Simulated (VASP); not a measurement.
# Ta2N (P-3m1) in VASP: notebook

Ta2N is run at these levels: revPBE+D3(BJ), revPBE+D4, b88 exchange, pbe correlation, r2SCAN; tasks: relaxation of cell and atoms, single point.

Everything below comes from runs of VASP 6.6.1. Logs are shortened: lines on timing, memory, paths and dates and some standing lists are left out, and cuts for length are marked.

## Step 1: The cell of the first run

It takes space group P-3m1 (No. 164, trigonal). The conventional cell has a = 3.113 Å, b = 3.113 Å, c = 4.870 Å, α = 90.00°, β = 90.00°, γ = 120.00°. Ta (site symmetry 3m) has 3 N at 2.18 Å and 12 Ta at 2.99 to 3.11 Å within 3.2 Å. N (site symmetry -3m) has 6 Ta at 2.18 Å within 2.9 Å.

## Step 2: Relaxation of cell and atoms, revPBE+D3(BJ)

INCAR

```
SYSTEM = Ta2N
PREC = Accurate
ENCUT = 600
EDIFF = 1E-6
ISMEAR = -1
SIGMA = 0.05
LREAL = .FALSE.
LASPH = .TRUE.
NELM = 80
ALGO = Normal
ISIF = 3
LWAVE = .FALSE.
LCHARG = .FALSE.
GGA = RE
IVDW = 12
IBRION = 2
NSW = 60
EDIFFG = -0.01
```

KPOINTS

```
regular mesh
0
G
  10 10 6
  0 0 0
```

POSCAR

```
Ta2N
1.0
    3.1128615060      0.0000000000      0.0000000000
   -1.5564307530      2.6958171426      0.0000000000
    0.0000000000      0.0000000000      4.8698410000
Ta N
2 1
Direct
    0.3333333333      0.6666666667      0.2547110000
    0.6666666667      0.3333333333      0.7452890000
    0.0000000000      0.0000000000      0.0000000000
```

Potentials or basis: VASP PAW PBE potentials, release 64 (Ta_pv, N).

Started as:

```
> cat potpaw_PBE.64/Ta_pv/POTCAR potpaw_PBE.64/N/POTCAR > POTCAR
> mpirun -np 1 vasp_std > vasp.out
```

OUTCAR:

```text
SYSTEM = Ta2N
   PREC = Accurate
   ENCUT = 600
   EDIFF = 1E-6
   ISMEAR = -1
   LREAL = .FALSE.
   LASPH = .TRUE.
   NELM = 80
   ISIF = 3
   GGA = RE
   IVDW = 12
   IBRION = 2
   NSW = 60
   EDIFFG = -0.01
 IVDW          = 12

 ion  position               nearest neighbor table
   1  0.333  0.667  0.255-   3 2.18   3 2.18   3 2.18   2 2.99   2 2.99   2 2.99   2 3.06   2 3.06
                             2 3.06
   2  0.667  0.333  0.745-   3 2.18   3 2.18   3 2.18   1 2.99   1 2.99   1 2.99   1 3.06   1 3.06
                             1 3.06
   3  0.000  0.000  0.000-   1 2.18   2 2.18   1 2.18   2 2.18   2 2.18   1 2.18

  LATTYP: Found a hexagonal cell.
 ALAT       =     3.1128615060
 C/A-ratio  =     1.5644258476

  Lattice vectors:

 A1 = (   3.1128615060,   0.0000000000,   0.0000000000)
 A2 = (  -1.5564307530,   2.6958171426,   0.0000000000)
 A3 = (   0.0000000000,   0.0000000000,   4.8698410000)

Analysis of symmetry for initial positions (statically):
=====================================================================
 Subroutine PRICEL returns:
 Original cell was already a primitive cell.

 Routine SETGRP: Setting up the symmetry group for a
 hexagonal supercell.

 Subroutine GETGRP returns: Found 12 space group operations
 (whereof 12 operations were pure point group operations)
 out of a pool of 24 trial point group operations.

The static configuration has the point symmetry D_3d.

Analysis of symmetry for dynamics (positions and initial velocities):
=====================================================================
 Subroutine PRICEL returns:
 Original cell was already a primitive cell.

 Routine SETGRP: Setting up the symmetry group for a
 hexagonal supercell.

 Subroutine GETGRP returns: Found 12 space group operations
 (whereof 12 operations were pure point group operations)
 out of a pool of 24 trial point group operations.

The dynamic configuration has the point symmetry D_3d.

 Subroutine INISYM returns: Found 12 space group operations
 (whereof 12 operations are pure point group operations),
 and found     1 'primitive' translations

----------------------------------------------------------------------------------------

                                     Primitive cell

  volume of cell :      40.8663

  direct lattice vectors                    reciprocal lattice vectors
     3.112861506  0.000000000  0.000000000     0.321247829  0.185472520  0.000000000
    -1.556430753  2.695817143  0.000000000     0.000000000  0.370945041  0.000000000
     0.000000000  0.000000000  4.869841000     0.000000000  0.000000000  0.205345513

  length of vectors
     3.112861506  3.112861506  4.869841000     0.370945041  0.370945041  0.205345513

  position of ions in fractional coordinates (direct lattice)
     0.333333333  0.666666667  0.254711000
     0.666666667  0.333333333  0.745289000
     0.000000000  0.000000000  0.000000000

  ion indices of the primitive-cell ions
   primitive index   ion index
                 1           1
                 2           2
                 3           3

----------------------------------------------------------------------------------------

 KPOINTS: regular mesh

Automatic generation of k-mesh.
 Grid dimensions read from file:
 generate k-points for:   10   10    6

 Generating k-lattice:

  Cartesian coordinates                     Fractional coordinates (reciprocal lattice)
     0.032124783  0.018547252  0.000000000     0.100000000  0.000000000  0.000000000
     0.000000000  0.037094504  0.000000000     0.000000000  0.100000000  0.000000000
     0.000000000  0.000000000  0.034224252     0.000000000  0.000000000  0.166666667

  Length of vectors
     0.037094504  0.037094504  0.034224252

  Shift w.r.t. Gamma in fractional coordinates (k-lattice)
     0.000000000  0.000000000  0.000000000

 Subroutine IBZKPT returns following result:
 ===========================================

 Found     72 irreducible k-points:

 Following reciprocal coordinates:
            Coordinates               Weight
  0.000000  0.000000  0.000000      1.000000
  0.100000 -0.000000  0.000000      6.000000
  0.200000 -0.000000  0.000000      6.000000
  0.300000 -0.000000  0.000000      6.000000
  0.400000 -0.000000  0.000000      6.000000
  0.500000  0.000000  0.000000      3.000000
[... 16 lines left out ...]
  0.000000  0.400000  0.166667      6.000000
  0.500000  0.000000  0.166667      6.000000
 [... further k-points ...]
   k-points           NKPTS =     72   k-points in BZ     NKDIM =     72   number of bands    NBANDS=     17
   number of dos      NEDOS =    301   number of ions     NIONS =      3
   total plane-waves  NPLWV =  31360
   dimension x,y,z NGX =    28 NGY =   28 NGZ =   40
   dimension x,y,z NGXF=    56 NGYF=   56 NGZF=   80
   ions per type =               2   1
   NGX,Y,Z   is equivalent  to a cutoff of  14.95, 14.95, 13.66 a.u.
   NGXF,Y,Z  is equivalent  to a cutoff of  29.91, 29.91, 27.31 a.u.
 SYSTEM =  Ta2N
   PREC   = accura    normal or accurate (medium, high low for compatibility)
   ISTART =      0    job   : 0-new  1-cont  2-samecut
   ICHARG =      2    charge: 1-file 2-atom 10-const
   ISPIN  =      1    spin polarized calculation?
   LNONCOLLINEAR =      F non collinear calculations
   LSORBIT =      F    spin-orbit coupling
   LASPH  =      T    aspherical Exc in radial PAW
   ENCUT  =  600.0 eV  44.10 Ry    6.64 a.u.   6.22  6.22  9.73*2*pi/ulx,y,z
   NELM   =     80;   NELMIN=  2; NELMDL= -5     # of ELM steps
   EDIFF  = 0.1E-05   stopping-criterion for ELM
   LREAL  =      F    real-space projection
   EDIFFG = -.1E-01   stopping-criterion for IOM
   NSW    =     60    number of steps for IOM
   IBRION =      2    ionic relax: 0-MD 1-quasi-New 2-CG
   NFREE  =      1    steps in history (QN), initial steepest desc. (CG)
   ISIF   =      3    stress and relaxation
   ISYM   =      2    0-nonsym 1-usesym 2-fastsym
   POTIM  = 0.5000    time-step for ionic-motion
   TEBEG  =    0.0;   TEEND  =   0.0 temperature during run
   PSTRESS=    0.0 pullay stress
   NELECT =      27.0000    total number of electrons
   NUPDOWN=      -1.0000    fix difference up-down
   EMIN   =  10.00;   EMAX   =-10.00  energy-range for DOS
   EFERMI =   0.00;   METHOD = LEGACY
   ISMEAR =    -1;   SIGMA  =   0.05  broadening in eV -4-tet -1-fermi 0-gaus
   EFERMI_NEDOS =   21; number of points for ismear=-14 and -15
   IALGO  =     38    algorithm
   IMIX   =      4    mixing-type and parameters
     AMIX     =   0.40;   BMIX     =  1.00
     AMIX_MAG =   1.60;   BMIX_MAG =  1.00
  volume/ion in A,a.u.               =      13.62        91.93
  Fermi-wavevector in a.u.,A,eV,Ry     =   1.425852  2.694469 27.661374  2.033054
  Thomas-Fermi vector in A             =   2.546192
   LORBIT       =      0    0 simple, 1 ext, 2 COOP (PROOUT), +10 PAW based schemes
   GGA     = RE    functional components
   LHFCALC =     F    Hartree Fock is set to
   AEXX    =    0.0000 exact exchange contribution
   IVDW    =    12    specifies the selected vdW correction
   LEPSILON=     F    determine dielectric tensor
   LRPA    =     F    only Hartree local field effects (RPA)
 conjugate gradient relaxation of ions
 non-spin polarized calculation
  energy-cutoff  :      600.00
  volume of cell :       40.87
 maximum number of plane-waves:      1387
 NGX is ok and might be reduce to    28
   NGX = 13   NGY = 13   NGZ = 19

--------------------------------------- Ionic step        1  -------------------------------------------

 number of electron      26.9999997 magnetization

 Free energy of the ion-electron system (eV)
  ---------------------------------------------------
  ext. energy  EPLUGINS =         0.00000000
  ---------------------------------------------------
  free energy    TOTEN  =       -33.13927695 eV

  energy without entropy =      -33.12568135  energy(sigma->0) =      -33.13247915

------------------------ aborting loop because EDIFF is reached ----------------------------------------

 Edisp (eV)   -2.81336

 E8    (eV) :    -2.0550

  FORCE on cell =-STRESS in cart. coord.  units (eV):
  Direction    XX          YY          ZZ          XY          YZ          ZX
  --------------------------------------------------------------------------------------
  -------------------------------------------------------------------------------------
  Total      -2.58150    -2.58150    -2.21780     0.00000     0.00000     0.00000
  in kB    -101.20875  -101.20875   -86.94963     0.00000     0.00000     0.00000
  external pressure =      -96.46 kB  Pullay stress =        0.00 kB
[... 100 lines left out ...]
  FREE ENERGIE OF THE ION-ELECTRON SYSTEM (eV)
  ---------------------------------------------------
  free  energy   TOTEN  =       -35.9970998637 eV

  energy  without entropy=      -35.9841103454  energy(sigma->0) =      -35.99060510

[... ionic steps 4 to 8 ...]

--------------------------------------- Ionic step        9  -------------------------------------------

 number of electron      26.9999999 magnetization

------------------------ aborting loop because EDIFF is reached ----------------------------------------

 Edisp (eV)   -2.92330

 E8    (eV) :    -2.1359
[... 71 lines left out ...]
  energy  without entropy=      -35.9926970956  energy(sigma->0) =      -35.99819082

--------------------------------------- Ionic step       11  -------------------------------------------

 number of electron      26.9999999 magnetization

 Free energy of the ion-electron system (eV)
  ---------------------------------------------------
  ext. energy  EPLUGINS =         0.00000000
  ---------------------------------------------------
  free energy    TOTEN  =       -33.07792673 eV

  energy without entropy =      -33.06688280  energy(sigma->0) =      -33.07240477

 E-fermi :   7.9097     XC(G=0): -13.0073

 val. band max:        7.8900198751   @ k =   0.1000  -0.0000   0.0000
 cond. band min:       7.9173456467   @ k =   0.2000  -0.0000   0.0000
 fundamental gap:      0.0273257716
 Fermi energy:         7.9097380129

 k-point     1 :       0.0000    0.0000    0.0000
  band No.  band energies     occupation
      1     -27.8247      2.00000
      2     -26.9877      2.00000
      3     -26.9877      2.00000
      4     -26.8558      2.00000
      5     -26.8558      2.00000
      6     -26.7719      2.00000
[... 9 lines left out ...]
     16       8.3418      0.00035
     17       8.3418      0.00035
[... 443 lines left out ...]
      1     -27.7507      2.00000
      2     -27.5586      2.00000
      3     -27.2754      2.00000
      4     -27.1920      2.00000
      5     -26.9965      2.00000
      6     -26.9657      2.00000
[... 9 lines left out ...]
     16      11.6148      0.00000
     17      11.8875      0.00000

 [... further k-points ...]

------------------------ aborting loop because EDIFF is reached ----------------------------------------

 Edisp (eV)   -2.92589

 E8    (eV) :    -2.1378

  FORCE on cell =-STRESS in cart. coord.  units (eV):
  Direction    XX          YY          ZZ          XY          YZ          ZX
  --------------------------------------------------------------------------------------
  -------------------------------------------------------------------------------------
  Total       0.01677     0.01677     0.00548     0.00000     0.00000     0.00000
  in kB       0.68226     0.68226     0.22313     0.00000     0.00000     0.00000
  external pressure =        0.53 kB  Pullay stress =        0.00 kB
[... 18 lines left out ...]
  FREE ENERGIE OF THE ION-ELECTRON SYSTEM (eV)
  ---------------------------------------------------
  free  energy   TOTEN  =       -36.0038142192 eV

  energy  without entropy=      -35.9927702941  energy(sigma->0) =      -35.99829226

 reached required accuracy - stopping structural energy minimisation
```

Run time: 5.6 min. Hardware: 1 thread of Intel Xeon Platinum 8488C (Sapphire Rapids), shared host; peak memory 0.26 GiB.

What came out:

```yaml
Free_energy: -36.0038 eV
Relaxed_volume: 13.13 Å³/atom
Relaxed_cell: a = 3.059 Å, b = 3.059 Å, c = 4.860 Å, α = 90.00°, β = 90.00°, γ = 120.00°
Space_group_after_relaxing_to_0.1_Å: P-3m1 (No. 164)
Energy_gained_by_relaxing: 17.1 meV/atom
Ionic_steps: 11
Pressure_after_relaxing: 0.1 GPa
Largest_force_after_relaxing: 0.004 eV/Å
Band_gap_on_the_k_mesh: zero (an odd number of electrons rules out a gap without spin polarisation)
Dispersion_energy_per_atom: -0.975 eV
```

Forces on the atoms (eV/Å):
```
Ta   0.000  0.000  0.004
Ta   0.000  0.000 -0.004
N    0.000  0.000  0.000
```

Step by step:
```
step  energy change (eV)  largest force (eV/Å)  pressure (GPa)  volume (Å³)
   1              0.0000                0.1374           -9.65        40.87
   2              0.2436                0.8123           31.18        36.20
   3             -0.0445                0.3161           -0.13        39.49
   4             -0.0445                0.3207            0.13        39.45
   5             -0.0501                0.0183            0.11        39.37
   6             -0.0502                0.0492            0.12        39.37
   7             -0.0511                0.0120           -0.18        39.40
   8             -0.0511                0.0014           -0.27        39.41
   9             -0.0511                0.0042           -0.25        39.41
  10             -0.0510                0.0210            0.55        39.31
  11             -0.0512                0.0042            0.05        39.38
```

Final structure:
```
Ta N
1.0
     3.05874    0.00000    0.00000
    -1.52937    2.64895    0.00000
     0.00000    0.00000    4.86003
Ta N
2 1
Direct
  0.33333 0.66667 0.25808
  0.66667 0.33333 0.74192
  0.00000 0.00000 0.00000
```

Levels at points of the mesh, in eV from the Fermi level:
```tsv
k point	band 11	band 12	band 13	band 14	band 15	band 16
(0.00, 0.00, 0.00)	-5.06	-0.83	-0.25	-0.25	0.15	0.43
(0.50, 0.00, 0.00)	-4.77	-2.68	-1.33	1.57	2.08	4.06
(0.00, 0.00, 0.50)	-3.21	-2.68	-1.10	-1.10	1.77	2.23
(0.50, 0.00, 0.50)	-3.42	-2.21	-2.13	-0.53	0.69	3.65
```

Caveat: the PAW data sets were made with another functional, which shifts forces and pressure a little; spin-orbit coupling is left out, which moves the levels of the heavy elements.

(Part 1 of 2 ends here.)
